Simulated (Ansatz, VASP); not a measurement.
# HfB: VASP beside Ansatz

```
Hf B
1.0
     0.00000    2.31000    2.31000
     2.31000    0.00000    2.31000
     2.31000    2.31000    0.00000
Hf B
1 1
Cartesian
  2.3100 2.3100 2.3100
  0.0000 0.0000 0.0000
```

Alike in both runs: task single point; functional LDA; k mesh 10 × 10 × 10; occupations gaussian, width 0.1 eV; no spin polarisation.

|  | VASP | Ansatz |
| --- | --- | --- |
| version | VASP 6.6.1 | Ansatz 0.2.0 |
| potentials or method | VASP PAW LDA potentials, release 64 (Hf_pv, B), cutoff 520 eV | all-electron LAPW, scalar-relativistic |

Ansatz gave:

* gap on the k mesh at the Fermi level (eV): none
* pressure (GPa): 17.9

Q: Estimate VASP's values.

A: gap on the k mesh at the Fermi level (eV): none; pressure (GPa): 19.7.

LDA's correlation is that of Perdew and Zunger in VASP and of Perdew and Wang (1992) in Ansatz. A gap of «none» marks a metal or a gap that the smearing closes. Ansatz ran all-electron here, and VASP with PAW potentials.

Spin-orbit coupling is off throughout.
